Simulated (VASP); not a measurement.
# WC (Amm2) in VASP: single point with PBE

Aim: the single point of WC with PBE.

All numbers are computed with VASP 6.6.1; they aren't measurements. Logs are shortened: lines on timing, memory, paths and dates and some standing lists are left out, and cuts for length are marked.

### 1 The cell of the first run

It takes space group Amm2 (No. 38, orthorhombic). Conventional cell: a = 2.847 Å, b = 3.009 Å, c = 5.061 Å, α = 90.00°, β = 90.00°, γ = 90.00°. Within 3.1 Å of W (site symmetry mm2) lie 6 C at 2.21 to 2.24 Å and 8 W at 2.85 to 3.01 Å. Within 3.1 Å of C (site symmetry mm2) lie 6 W at 2.21 to 2.24 Å and 8 C at 2.85 to 3.01 Å.

### 2 Single point, PBE (strain +0.0300 x Voigt [1, 0, 0, 0, 0, 0])

Contents of INCAR:

```
  PREC = Accurate
  ENCUT = 520
  EDIFF = 1E-6
  ISMEAR = 0
  SIGMA = 0.15
  LREAL = False
  LASPH = True
  NELM = 100
  ALGO = Normal
  ISIF = 2
  LWAVE = False
  LCHARG = False
  GGA = PE
  NBANDS = 16
```

Contents of KPOINTS:

```
regular mesh
0
Gamma
  24 24 22
```

Contents of POSCAR:

```
WC
1.0
    3.0094248005      0.0000000000      0.0000000000
   -1.5047124003      2.5303284738      0.0000000000
    0.0000000000      0.0000000000      2.8470758829
W C
1 1
Direct
    0.0000000000      0.0000000000      0.0000000000
    0.6666666667      0.3333333333      0.5000000000
```

Potentials or basis: VASP PAW PBE potentials, release 64 (W_sv, C).

Started as:

```
cat potpaw_PBE.64/W_sv/POTCAR potpaw_PBE.64/C/POTCAR > POTCAR
mpirun -np 1 vasp_std > vasp.out
```

OUTCAR:

```text
PREC = Accurate
   ENCUT = 520
   EDIFF = 1E-6
   ISMEAR = 0
   LREAL = False
   LASPH = True
   NELM = 100
   ISIF = 2
   GGA = PE

 ion  position               nearest neighbor table
   1  0.000  0.000  0.000-   2 2.21   2 2.21   2 2.24   2 2.24   2 2.24   2 2.24
   2  0.667  0.333  0.500-   1 2.21   1 2.21   1 2.24   1 2.24   1 2.24   1 2.24

  Warning from LATTYP: Monoclinic adjustment (A1->A3, A2->A1, A3->A2)!
  LATTYP: Found a base centered orthorhombic cell.
 ALAT       =     3.0094248005
 B/A-ratio  =     1.6816027258
 C/A-ratio  =     0.9460531735

  Lattice vectors:

 A1 = (   1.5047124003,  -2.5303284738,   0.0000000000)
 A2 = (   1.5047124002,   2.5303284738,   0.0000000000)
 A3 = (   0.0000000000,   0.0000000000,   2.8470758829)

Analysis of symmetry for initial positions (statically):
=====================================================================
 Subroutine PRICEL returns:
 Original cell was already a primitive cell.

 Routine SETGRP: Setting up the symmetry group for a
 base centered orthorhombic supercell.

 Subroutine GETGRP returns: Found  4 space group operations
 (whereof  4 operations were pure point group operations)
 out of a pool of  8 trial point group operations.

The static configuration has the point symmetry C_2v.

Analysis of symmetry for dynamics (positions and initial velocities):
=====================================================================
 Subroutine PRICEL returns:
 Original cell was already a primitive cell.

 Routine SETGRP: Setting up the symmetry group for a
 base centered orthorhombic supercell.

 Subroutine GETGRP returns: Found  4 space group operations
 (whereof  4 operations were pure point group operations)
 out of a pool of  8 trial point group operations.

The dynamic configuration has the point symmetry C_2v.

 Subroutine INISYM returns: Found  4 space group operations
 (whereof  4 operations are pure point group operations),
 and found     1 'primitive' translations

----------------------------------------------------------------------------------------

                                     Primitive cell

  volume of cell :      21.6800

  direct lattice vectors                    reciprocal lattice vectors
     3.009424801  0.000000000  0.000000000     0.332289413  0.197602803  0.000000000
    -1.504712400  2.530328474  0.000000000     0.000000000  0.395205607  0.000000000
     0.000000000  0.000000000  2.847075883     0.000000000  0.000000000  0.351237565

  length of vectors
     3.009424801  2.943929618  2.847075883     0.386604607  0.395205607  0.351237565
[... 82 lines left out ...]
   LREAL  =      F    real-space projection
   EDIFFG = 0.1E-04   stopping-criterion for IOM
   NSW    =      0    number of steps for IOM
   IBRION =     -1    ionic relax: 0-MD 1-quasi-New 2-CG
   NFREE  =      0    steps in history (QN), initial steepest desc. (CG)
   ISIF   =      2    stress and relaxation
   ISYM   =      2    0-nonsym 1-usesym 2-fastsym
   POTIM  = 0.5000    time-step for ionic-motion
   TEBEG  =    0.0;   TEEND  =   0.0 temperature during run
   PSTRESS=    0.0 pullay stress
   NELECT =      18.0000    total number of electrons
   NUPDOWN=      -1.0000    fix difference up-down
   EMIN   =  10.00;   EMAX   =-10.00  energy-range for DOS
   EFERMI =   0.00;   METHOD = LEGACY
   ISMEAR =     0;   SIGMA  =   0.15  broadening in eV -4-tet -1-fermi 0-gaus
   EFERMI_NEDOS =   21; number of points for ismear=-14 and -15
   IALGO  =     38    algorithm
   IMIX   =      4    mixing-type and parameters
     AMIX     =   0.40;   BMIX     =  1.00
     AMIX_MAG =   1.60;   BMIX_MAG =  1.00
  volume/ion in A,a.u.               =      10.84        73.15
  Fermi-wavevector in a.u.,A,eV,Ry     =   1.538671  2.907667 32.211920  2.367509
  Thomas-Fermi vector in A             =   2.645007
   LORBIT       =      0    0 simple, 1 ext, 2 COOP (PROOUT), +10 PAW based schemes
   GGA     = PE    functional components
   LHFCALC =     F    Hartree Fock is set to
   AEXX    =    0.0000 exact exchange contribution
   IVDW    =     0    specifies the selected vdW correction
   LEPSILON=     F    determine dielectric tensor
   LRPA    =     F    only Hartree local field effects (RPA)
 non-spin polarized calculation
 Gauss-broadening in eV      SIGMA  =   0.15
  energy-cutoff  :      520.00
  volume of cell :       21.68
 maximum number of plane-waves:       603
   NGX = 11   NGY = 11   NGZ = 11

 number of electron      17.9999999 magnetization

 Free energy of the ion-electron system (eV)
  ---------------------------------------------------
  ext. energy  EPLUGINS =         0.00000000
  ---------------------------------------------------
  free energy    TOTEN  =       -22.41587408 eV

  energy without entropy =      -22.41230300  energy(sigma->0) =      -22.41408854

 E-fermi :  10.4848     XC(G=0): -13.5533

 val. band max:       10.4831233913   @ k =   0.0417   0.4167   0.5000
 cond. band min:      10.4898596635   @ k =   0.5000   0.0417   0.4545
 fundamental gap:      0.0067362722
 Fermi energy:        10.4848210358

 k-point     1 :       0.0000    0.0000    0.0000
  band No.  band energies     occupation
      1     -63.6280      2.00000
      2     -27.5755      2.00000
      3     -27.5666      2.00000
      4     -27.5132      2.00000
      5      -3.6582      2.00000
      6       6.4043      2.00000
[... 433 lines left out ...]
      3     -27.6739      2.00000
      4     -27.4934      2.00000
      5      -0.6846      2.00000
      6       3.7105      2.00000
[... 8 lines left out ...]
     15      23.2694      0.00000
     16      27.2519      0.00000

 [... further k-points ...]

------------------------ aborting loop because EDIFF is reached ----------------------------------------

  FORCE on cell =-STRESS in cart. coord.  units (eV):
  Direction    XX          YY          ZZ          XY          YZ          ZX
  --------------------------------------------------------------------------------------
  -------------------------------------------------------------------------------------
  Total       -2.4546795     -0.6944500     -0.4973126      0.0000000      0.0000000      0.0000000
  in kB     -181.4036136    -51.3206500    -36.7519700      0.0000000      0.0000000      0.0000000
  external PRESSURE =     -89.8254112 kB  Pullay stress =       0.0000000 kB

 VOLUME and BASIS-vectors are now :
 -----------------------------------------------------------------------------
  energy-cutoff  :      520.00
  volume of cell :       21.68
      direct lattice vectors                 reciprocal lattice vectors
     3.009424801  0.000000000  0.000000000     0.332289413  0.197602803  0.000000000
    -1.504712400  2.530328474  0.000000000     0.000000000  0.395205607  0.000000000
     0.000000000  0.000000000  2.847075883     0.000000000  0.000000000  0.351237565

 POSITION                                       TOTAL-FORCE (eV/Angst)
 -----------------------------------------------------------------------------------
      0.00000      0.00000      0.00000        -0.000000      0.125654      0.000000
      1.50471      0.84344      1.42354         0.000000     -0.125654      0.000000
 -----------------------------------------------------------------------------------
    total drift:                               -0.000000     -0.000079     -0.000000

  FREE ENERGIE OF THE ION-ELECTRON SYSTEM (eV)
  ---------------------------------------------------
  free  energy   TOTEN  =       -22.4158740816 eV

  energy  without entropy=      -22.4123029950  energy(sigma->0) =      -22.41408854
```

Wall time 2.6 min (1 thread of Intel Xeon 6975P-C (Granite Rapids), shared host); peak memory 0.69 GiB.

What came out:

```yaml
Free_energy: -22.4159 eV
Pressure: -9.0 GPa
Largest_force: 0.126 eV/Å
Band_gap_on_the_k_mesh: zero (bands 9 and 10 overlap by 1.31 eV)
```

Forces in eV/Å, atoms in the order of the input:
```
W    0.000  0.126  0.000
C    0.000 -0.126  0.000
```

Caveat: the cell differs from its parent crystal (strain +0.0300 x Voigt [1, 0, 0, 0, 0, 0]); the stress differs along the axes, from -18 to -4 GPa; spin-orbit coupling is left out, which moves the levels of the heavy elements.
